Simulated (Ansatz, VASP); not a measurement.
One calculation of Li3O, two programs

File INCAR:

```
SYSTEM = Li3O
  PREC = Accurate
  ENCUT = 600
  EDIFF = 1E-6
  ISMEAR = 0
  SIGMA = 0.1
  LREAL = .False.
  LASPH = .True.
  NELM = 100
  ALGO = Normal
  ISIF = 3
  LWAVE = .False.
  LCHARG = .False.
  GGA = PE
  IBRION = 2
  NSW = 90
  EDIFFG = -0.04
```

KPOINTS

```
regular mesh
0
Gamma
  4 4 4
  0 0 0
```

File POSCAR:

```
Li3O
1.0
    0.0000000000      4.2229805104      4.2620401162
    2.4965365308      0.0000000000      4.2620401162
    2.4965365308      4.2229805104      0.0000000000
Li O
6 2
Direct
    0.3027442709      0.6972557291      0.0000000000
    0.6972557291      0.3027442709      0.0000000000
    0.2500000000      0.2500000000      0.9472557291
    0.2500000000      0.2500000000      0.5527442709
    0.5226320085      0.5226320085      0.4773679915
    0.7726320085      0.7726320085      0.7273679915
    0.0000000000      0.0000000000      0.5000000000
    0.7500000000      0.7500000000      0.2500000000
```

Input for Ansatz:

```yaml
crystal:
  lattice:
    - [0.0, 4.2229805104, 4.2620401162]
    - [2.4965365308, 0.0, 4.2620401162]
    - [2.4965365308, 4.2229805104, 0.0]
  atoms:
    - { symbol: Li, position: [0.3027442709, 0.6972557291, 0.0] }
    - { symbol: Li, position: [0.6972557291, 0.3027442709, 0.0] }
    - { symbol: Li, position: [0.25, 0.25, 0.9472557291] }
    - { symbol: Li, position: [0.25, 0.25, 0.5527442709] }
    - { symbol: Li, position: [0.5226320085, 0.5226320085, 0.4773679915] }
    - { symbol: Li, position: [0.7726320085, 0.7726320085, 0.7273679915] }
    - { symbol: O, position: [0.0, 0.0, 0.5] }
    - { symbol: O, position: [0.75, 0.75, 0.25] }
basis:
  ecutwfc: 420
kpoints:
  mp_grid: { grid: [4, 4, 4] }
hamiltonian:
  xc: pbe
scf:
  occupations: { method: gaussian, width: 0.1 }
  lower_state_search: "off"
output:
  forces: true
  stress: true
  eigenvalues: true
relax:
  adjacent_minimum: "off"
  f_tol: 0.04
  max_steps: 70
  cell: { stress_tol: 0.4 }
```

Alike in both runs: task relaxation of cell and atoms; functional PBE; k mesh 4 × 4 × 4; occupations gaussian, width 0.1 eV; no spin polarisation.

|  | VASP | Ansatz |
| --- | --- | --- |
| version | VASP 6.6.1 | Ansatz 0.2.0 |
| potentials or method | VASP PAW PBE potentials, release 64 (Li_sv, O), cutoff 600 eV | scalar-relativistic, plane waves, PAW |
| valence electrons in the cell | 30 | 30 |

|  | VASP | Ansatz | Ansatz less VASP |
| --- | --- | --- | --- |
| gap on the k mesh at the Fermi level, each at its own relaxed structure (eV) | none | none | - |
| relaxed volume (Å³/atom) | 12.43 | 15.12 | +2.690 |
| relaxed cell length with the largest relative difference (Å) | 5.645 | 6.150 | +0.5056 |

A gap of «none» marks a metal or a gap that the smearing closes. One of these differences is far larger than is usual between the two programs; its cause wasn't traced.

The k mesh is coarse, so the values compare programs but aren't converged. Noted on VASP's run: the cutoff is short for stress, so the pressure is rough.
